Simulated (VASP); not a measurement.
Wanted: the native input for a VASP 6.6.1 run.

| Property | Result |
| --- | --- |
| Task | single point |
| Functional | PBEsol |
| Potentials or basis | VASP PAW PBE potentials, release 64 (S, C) |
| Cutoff | 520 eV |
| k mesh | 6 × 6 × 3 |
| Occupations | fermi-dirac, width 0.05 eV |
| Spin | no spin polarisation |
| Dipole correction | no |
| Further INCAR settings | ALGO = Normal; EDIFF = 1e-06; NBANDS = 25 |

The structure of CS2 lies in POSCAR:

```
CS2
1.0
    3.0923096070     -2.8213881894      0.0000000000
    3.0923096070      2.8213881894      0.0000000000
    0.0000000000      0.0000000000      9.4649565308
S C
4 2
Direct
    0.1757675888      0.8242324112      0.8729555330
    0.3242324112      0.6757675888      0.3729555330
    0.6757675888      0.3242324112      0.6270444670
    0.8242324112      0.1757675888      0.1270444670
    0.5000000000      0.5000000000      0.5000000000
    0.0000000000      0.0000000000      0.0000000000
```

The input as run:

INCAR

```
SYSTEM = CS2
PREC     = Accurate       ! precision mode
ENCUT    = 520            ! plane-wave cutoff, eV
EDIFF    = 1E-6           ! SCF threshold, eV
ISMEAR   = -1             ! smearing method
SIGMA    = 0.05           ! smearing width, eV
LREAL    = .False.        ! projectors in reciprocal space
LASPH    = .True.         ! aspherical terms in the spheres
NELM     = 80             ! most SCF steps
ALGO     = Normal         ! electronic algorithm
ISIF     = 2              ! what is computed and relaxed
LWAVE    = .False.        ! write WAVECAR
LCHARG   = .False.        ! write CHGCAR
GGA      = PS             ! functional
NBANDS   = 25             ! bands
```

KPOINTS

```
regular mesh
0
Gamma
  6 6 3
  0 0 0
```

Potentials or basis: VASP PAW PBE potentials, release 64 (S, C).

The run is started by

```console
$ cat potpaw_PBE.64/S/POTCAR potpaw_PBE.64/C/POTCAR > POTCAR
$ mpirun -np 1 vasp_std > vasp.out
```

Results of the run:

```yaml
Pressure: -0.5 GPa
Largest_force: 0.205 eV/Å
Band_gap_on_the_k_mesh: 2.93 eV
```

Caveat: this functional lacks dispersion, which holds the molecules together, so the pressure and a relaxed volume are unreliable; the PAW data sets were made with another functional, which shifts forces and pressure a little; an odd mesh through Γ misses points on the zone boundary, where band edges can lie.

It took 2.5 min on 1 thread of Intel Xeon 8259CL (shared host), peak memory 0.29 GiB.
